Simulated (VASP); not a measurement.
# Cl (Cmce) in VASP: single point with PBEsol

Aim: the single point of Cl with PBEsol.

Everything below comes from runs of VASP 6.6.1. Logs are shortened: lines on timing, memory, paths and dates and some standing lists are left out, and cuts for length are marked.

## 1. The cell of the first run

It takes space group Cmce (No. 64, orthorhombic). Conventional cell: a = 6.240 Å, b = 4.480 Å, c = 8.260 Å, α = 90.00°, β = 90.00°, γ = 90.00°. Within 2.7 Å of Cl (site symmetry m) lie 1 Cl at 2.02 Å.

## 2. Single point, PBEsol

The input, INCAR:

```
SYSTEM = Cl
PREC = Accurate
ENCUT = 520
EDIFF = 1E-7
ISMEAR = 0
SIGMA = 0.1
LREAL = Auto
LASPH = .TRUE.
NELM = 80
ALGO = Normal
ISIF = 2
LWAVE = .FALSE.
LCHARG = .TRUE.
GGA = PS
LELF = .TRUE.
LVHAR = .TRUE.
ISYM = 0
NBANDS = 70
```

The input, KPOINTS:

```
Automatic mesh
0
Gamma
  2 2 1
  0.5 0.5 0
```

The input, POSCAR:

```
Cl
1.0
   -6.2400000000     -4.4800000000      0.0000000000
    6.2400000000     -4.4800000000      0.0000000000
    0.0000000000      0.0000000000      8.2600000000
Cl
16
Direct
    0.0650000000      0.0650000000      0.1000000000
    0.5650000000      0.0650000000      0.1000000000
    0.0650000000      0.5650000000      0.1000000000
    0.5650000000      0.5650000000      0.1000000000
    0.3150000000      0.3150000000      0.4000000000
    0.8150000000      0.3150000000      0.4000000000
    0.3150000000      0.8150000000      0.4000000000
    0.8150000000      0.8150000000      0.4000000000
    0.4350000000      0.4350000000      0.9000000000
    0.9350000000      0.4350000000      0.9000000000
    0.4350000000      0.9350000000      0.9000000000
    0.9350000000      0.9350000000      0.9000000000
    0.1850000000      0.1850000000      0.6000000000
    0.6850000000      0.1850000000      0.6000000000
    0.1850000000      0.6850000000      0.6000000000
    0.6850000000      0.6850000000      0.6000000000
```

Potentials or basis: VASP PAW PBE potentials, release 64 (Cl).

On the command line:

```
> cat potpaw_PBE.64/Cl/POTCAR > POTCAR
> mpirun -np 1 vasp_std > vasp.out
```

OUTCAR:

```text
SYSTEM = Cl
   PREC = Accurate
   ENCUT = 520
   EDIFF = 1E-7
   ISMEAR = 0
   LREAL = Auto
   LASPH = .TRUE.
   NELM = 80
   ISIF = 2
   GGA = PS
   ISYM = 0

 ion  position               nearest neighbor table
   1  0.065  0.065  0.100-  12 2.02
   2  0.565  0.065  0.100-  11 2.02
   3  0.065  0.565  0.100-  10 2.02
   4  0.565  0.565  0.100-   9 2.02
   5  0.315  0.315  0.400-  13 2.02
   6  0.815  0.315  0.400-  14 2.02
[... 8 lines left out ...]
  15  0.185  0.685  0.600-   7 2.02
  16  0.685  0.685  0.600-   8 2.02

IMPORTANT INFORMATION: All symmetrisations will be switched off!
NOSYMM: (Re-)initialisation of all symmetry stuff for point group C_1.

----------------------------------------------------------------------------------------

                                     Primitive cell

  volume of cell :     461.8199

  direct lattice vectors                    reciprocal lattice vectors
    -6.240000000 -4.480000000  0.000000000    -0.080128205 -0.111607143  0.000000000
     6.240000000 -4.480000000  0.000000000     0.080128205 -0.111607143  0.000000000
     0.000000000  0.000000000  8.260000000     0.000000000  0.000000000  0.121065375

  length of vectors
     7.681666486  7.681666486  8.260000000     0.137392444  0.137392444  0.121065375

  position of ions in fractional coordinates (direct lattice)
     0.065000000  0.065000000  0.100000000
     0.565000000  0.065000000  0.100000000
     0.065000000  0.565000000  0.100000000
     0.565000000  0.565000000  0.100000000
     0.315000000  0.315000000  0.400000000
     0.815000000  0.315000000  0.400000000
[... 8 lines left out ...]
     0.185000000  0.685000000  0.600000000
     0.685000000  0.685000000  0.600000000

  ion indices of the primitive-cell ions
   primitive index   ion index
                 1           1
                 2           2
                 3           3
                 4           4
                 5           5
                 6           6
[... 8 lines left out ...]
                15          15
                16          16

----------------------------------------------------------------------------------------

 KPOINTS: Automatic mesh

Automatic generation of k-mesh.
 Grid dimensions read from file:
 generate k-points for:    2    2    1

 Generating k-lattice:

[... 46 lines left out ...]
   POTIM  = 0.5000    time-step for ionic-motion
   TEBEG  =    0.0;   TEEND  =   0.0 temperature during run
   PSTRESS=    0.0 pullay stress
   NELECT =     112.0000    total number of electrons
   NUPDOWN=      -1.0000    fix difference up-down
   EMIN   =  10.00;   EMAX   =-10.00  energy-range for DOS
   EFERMI =   0.00;   METHOD = LEGACY
   ISMEAR =     0;   SIGMA  =   0.10  broadening in eV -4-tet -1-fermi 0-gaus
   EFERMI_NEDOS =   21; number of points for ismear=-14 and -15
   IALGO  =     38    algorithm
   IMIX   =      4    mixing-type and parameters
     AMIX     =   0.40;   BMIX     =  1.00
     AMIX_MAG =   1.60;   BMIX_MAG =  1.00
  volume/ion in A,a.u.               =      28.86       194.78
  Fermi-wavevector in a.u.,A,eV,Ry     =   1.020916  1.929251 14.180934  1.042269
  Thomas-Fermi vector in A             =   2.154512
   LORBIT       =      0    0 simple, 1 ext, 2 COOP (PROOUT), +10 PAW based schemes
   GGA     = PS    functional components
   LHFCALC =     F    Hartree Fock is set to
   AEXX    =    0.0000 exact exchange contribution
   IVDW    =     0    specifies the selected vdW correction
   LEPSILON=     F    determine dielectric tensor
   LRPA    =     F    only Hartree local field effects (RPA)
 non-spin polarized calculation
 Gauss-broadening in eV      SIGMA  =   0.10
  energy-cutoff  :      520.00
  volume of cell :      461.82
 maximum number of plane-waves:     12443
 NGX is ok and might be reduce to    60
   NGX = 29   NGY = 29   NGZ = 31

 number of electron     111.9999993 magnetization

 Free energy of the ion-electron system (eV)
  ---------------------------------------------------
  ext. energy  EPLUGINS =         0.00000000
  ---------------------------------------------------
  free energy    TOTEN  =       -32.01068716 eV

  energy without entropy =      -32.01068716  energy(sigma->0) =      -32.01068716

 E-fermi :  -0.1629     XC(G=0):  -7.9580

 val. band max:       -0.6293566226   @ k =   0.2500   0.2500   0.0000
 cond. band min:       1.8505623790   @ k =   0.2500   0.2500   0.0000
 fundamental gap:      2.4799190016
 Fermi energy:        -0.1629387542

 k-point     1 :       0.2500    0.2500    0.0000
  band No.  band energies     occupation
      1     -17.0887      2.00000
      2     -16.9949      2.00000
      3     -16.9949      2.00000
      4     -16.9313      2.00000
      5     -16.8988      2.00000
      6     -16.8700      2.00000
[... 60 lines left out ...]
     67       7.7475      0.00000
     68       7.7475      0.00000

 k-point     2 :      -0.2500    0.2500    0.0000
  band No.  band energies     occupation
      1     -17.1309      2.00000
      2     -16.9548      2.00000
      3     -16.9352      2.00000
      4     -16.9209      2.00000
      5     -16.9209      2.00000
      6     -16.8951      2.00000
[... 60 lines left out ...]
     67       7.8149      0.00000
     68       7.8149      0.00000
 [bands above 68 left out]

------------------------ aborting loop because EDIFF is reached ----------------------------------------

  FORCE on cell =-STRESS in cart. coord.  units (eV):
  Direction    XX          YY          ZZ          XY          YZ          ZX
  --------------------------------------------------------------------------------------
  -------------------------------------------------------------------------------------
  Total        0.4695134     -5.5628720     -7.2878766      0.0000201      0.0000361      0.0000006
  in kB        1.6288682    -19.2990977    -25.2836021      0.0000699      0.0001251      0.0000020
  external PRESSURE =     -14.3179439 kB  Pullay stress =       0.0000000 kB

 VOLUME and BASIS-vectors are now :
 -----------------------------------------------------------------------------
  energy-cutoff  :      520.00
  volume of cell :      461.82
      direct lattice vectors                 reciprocal lattice vectors
    -6.240000000 -4.480000000  0.000000000    -0.080128205 -0.111607143  0.000000000
     6.240000000 -4.480000000  0.000000000     0.080128205 -0.111607143  0.000000000
     0.000000000  0.000000000  8.260000000     0.000000000  0.000000000  0.121065375

 POSITION                                       TOTAL-FORCE (eV/Angst)
 -----------------------------------------------------------------------------------
      0.00000     -0.58240      0.82600         0.000003      0.312056     -0.166721
     -3.12000     -2.82240      0.82600         0.000004      0.312050     -0.166721
      3.12000     -2.82240      0.82600         0.000005      0.312054     -0.166724
      0.00000     -5.06240      0.82600         0.000001      0.312057     -0.166722
      0.00000     -2.82240      3.30400        -0.000002      0.312063      0.166728
     -3.12000     -5.06240      3.30400         0.000005      0.312061      0.166717
[... 8 lines left out ...]
      3.12000     -3.89760      4.95600        -0.000000     -0.312058     -0.166719
      0.00000     -6.13760      4.95600        -0.000004     -0.312064     -0.166728
 -----------------------------------------------------------------------------------
    total drift:                                0.000003      0.000003     -0.000007

  FREE ENERGIE OF THE ION-ELECTRON SYSTEM (eV)
  ---------------------------------------------------
  free  energy   TOTEN  =       -32.0106871625 eV

  energy  without entropy=      -32.0106871625  energy(sigma->0) =      -32.01068716
```

It took 2.8 min on 1 thread of Oxide Virtual Turin-like, shared host; peak memory 0.42 GiB.

What came out:

* Free energy: -32.0107 eV
* Pressure: -1.4 GPa
* Largest force: 0.354 eV/Å
* Band gap on the k mesh: 2.48 eV

Forces in eV/Å, atoms in the order of the input:
```
Cl   0.000  0.312 -0.167
Cl   0.000  0.312 -0.167
Cl   0.000  0.312 -0.167
Cl   0.000  0.312 -0.167
Cl   0.000  0.312  0.167
Cl   0.000  0.312  0.167
Cl   0.000  0.312  0.167
Cl   0.000  0.312  0.167
Cl   0.000 -0.312  0.167
Cl   0.000 -0.312  0.167
Cl   0.000 -0.312  0.167
Cl   0.000 -0.312  0.167
Cl   0.000 -0.312 -0.167
Cl   0.000 -0.312 -0.167
Cl   0.000 -0.312 -0.167
Cl   0.000 -0.312 -0.167
```

Caveat: the k points lie up to 0.76 Å⁻¹ apart; this functional lacks dispersion, which holds the molecules together, so the pressure and a relaxed volume are unreliable; the PAW data sets were made with another functional, which shifts forces and pressure a little; a shifted mesh leaves out Γ, where band edges can lie.
